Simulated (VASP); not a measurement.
Input of a VASP 6.6.1 run:

The input POSCAR:

```
Rh
1.0
    0.0000000000      1.8978500000      1.8978500000
    1.8978500000      0.0000000000      1.8978500000
    1.8978500000      1.8978500000      0.0000000000
Rh
1
Direct
    0.0000000000      0.0000000000      0.0000000000
```

Contents of INCAR.step1:

```
PREC     = Accurate       # precision mode
ENCUT    = 520            # plane-wave cutoff, eV
EDIFF    = 1E-6           # SCF threshold, eV
ISMEAR   = -1             # smearing method
SIGMA    = 0.05           # smearing width, eV
LREAL    = F              # projectors in reciprocal space
LASPH    = T              # aspherical terms in the spheres
NELM     = 150            # most SCF steps
ALGO     = Normal         # electronic algorithm
ISIF     = 2              # what is computed and relaxed
LWAVE    = F              # write WAVECAR
LCHARG   = T              # write CHGCAR
ISPIN    = 2              # spin polarisation
MAGMOM   = 1              # initial moments
LMAXMIX  = 4              # l up to which the mixer works
GGA      = CA             # functional
NBANDS   = 18             # bands
```

File KPOINTS.step1:

```
Automatic mesh
0
Gamma
  15 15 15
```

Contents of INCAR.step2:

```
PREC     = Accurate       # precision mode
ENCUT    = 520            # plane-wave cutoff, eV
EDIFF    = 1E-6           # SCF threshold, eV
ISMEAR   = -5             # smearing method
SIGMA    = 0.05           # smearing width, eV
LREAL    = F              # projectors in reciprocal space
LASPH    = T              # aspherical terms in the spheres
NELM     = 150            # most SCF steps
ALGO     = Normal         # electronic algorithm
ISIF     = 2              # what is computed and relaxed
LWAVE    = F              # write WAVECAR
LCHARG   = F              # write CHGCAR
ISPIN    = 2              # spin polarisation
MAGMOM   = 1              # initial moments
LORBIT   = 11             # projections on sites
LMAXMIX  = 4              # l up to which the mixer works
GGA      = CA             # functional
NBANDS   = 18             # bands
NEDOS    = 2001           # points of the DOS
ICHARG   = 11             # starting density
```

Contents of KPOINTS.step2:

```
Automatic mesh
0
Gamma
  23 23 23
```

Potentials or basis: VASP PAW LDA potentials, release 64 (Rh_pv).

Command:

```bash
$ cat potpaw_LDA.64/Rh_pv/POTCAR > POTCAR
$ cp INCAR.step1 INCAR
$ cp KPOINTS.step1 KPOINTS
$ mpirun -np 1 vasp_std > vasp.out
$ cp INCAR.step2 INCAR
$ cp KPOINTS.step2 KPOINTS
$ mpirun -np 1 vasp_std > vasp.out
```

(1) Predict the net moment.

Results:

(1) 0.00 μB per cell.
